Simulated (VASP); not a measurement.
# TiO2: single point with PBEsol

TiO2:

```
Ti O
1.0
     0.00000    2.38867    2.38867
     2.38867    0.00000    2.38867
     2.38867    2.38867    0.00000
Ti O
1 2
Cartesian
  0.0000 0.0000 0.0000
  3.5830 3.5830 3.5830
  1.1943 1.1943 1.1943
```

```yaml
Program: VASP 6.6.1
Task: single point
Functional: PBEsol
Potentials_or_basis: VASP PAW PBE potentials, release 64 (Ti_sv, O)
Cutoff: 520 eV
k_mesh: 8 × 8 × 8
Occupations: fermi-dirac, width 0.02 eV
Spin: no spin polarisation
Dipole_correction: no
Further_INCAR_settings: ALGO = Normal; EDIFF = 1e-06; NBANDS = 19
```

```yaml
Pressure: 0.9 GPa
Band_gap_on_the_k_mesh: 1.07 eV (least direct gap 1.80 eV)
```

Levels at points of the mesh, in eV from the valence-band top:
| k point | band 10 | band 11 | band 12 | band 13 | band 14 | band 15 |
| --- | --- | --- | --- | --- | --- | --- |
| (0.00, 0.00, 0.00) | -0.89 | -0.89 | -0.89 | 1.07 | 1.07 | 5.49 |
| (0.50, 0.00, 0.00) | -3.34 | -2.60 | -2.60 | 1.45 | 1.45 | 2.94 |
| (0.50, 0.50, 0.00) | -2.15 | -2.15 | 0.00 | 1.80 | 1.82 | 2.97 |

Wall time 11 s on 1 thread of Intel(R) Xeon(R) 6975P-C (Granite Rapids), with other jobs on the host, peak memory 0.16 GiB.

Caveat: the PAW data sets were made with another functional, which shifts forces and pressure a little. A k mesh can miss the band edges.
